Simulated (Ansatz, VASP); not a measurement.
**Cu3AgIr2Pd4Pt2: VASP beside Ansatz**

```
CELL_PARAMETERS angstrom
-3.89116 -3.87471 0.03592
-0.03330 3.87246 3.90759
-3.84602 3.86539 -3.86721
ATOMIC_POSITIONS crystal
Cu 0.00935 0.01213 0.00306
Cu 0.48942 0.49134 0.00124
Cu 0.33291 0.66972 0.66694
Pd 0.65856 0.32535 0.32826
Pd 0.00663 0.49583 0.00491
Pd 0.66123 0.82565 0.32002
Pd 0.16729 0.82931 0.32945
Ag 0.83260 0.67569 0.67756
Ir 0.33467 0.17866 0.66246
Ir 0.16095 0.32453 0.35128
Pt 0.49424 0.99731 0.98479
Pt 0.83217 0.17163 0.66731
```

Alike in both runs: functional PBE; k mesh 4 × 4 × 3; occupations gaussian, width 0.1 eV; no spin polarisation.

Ansatz relaxed the structure, and its values are those at the end. VASP's run is a single point on that final structure, the one shown.

|  | VASP | Ansatz |
| --- | --- | --- |
| version | VASP 6.6.1 | Ansatz 0.2.0 |
| potentials or method | VASP PAW PBE potentials, release 64 (Cu, Pd, Ag, Ir, Pt), cutoff 600 eV | scalar-relativistic, plane waves, PAW |
| valence electrons in the cell | 122 | 218 |

Ansatz gave:

- gap on the k mesh at the Fermi level (eV): none
- pressure (GPa): 0.0
- rms of the force components (eV/Å): 0.009

Problem. Estimate VASP's values.

Solution. gap on the k mesh at the Fermi level (eV): none; pressure (GPa): -0.1; rms of the force components (eV/Å): 0.012.

A gap of «none» marks a metal or a gap that the smearing closes. The functional is the same, so the differences come from potentials, cutoffs and numerics. VASP's potentials hold 122 valence electrons a cell and Ansatz's 218, so a difference there can come from the potentials and not from the codes.

Neither program's run includes spin-orbit coupling.
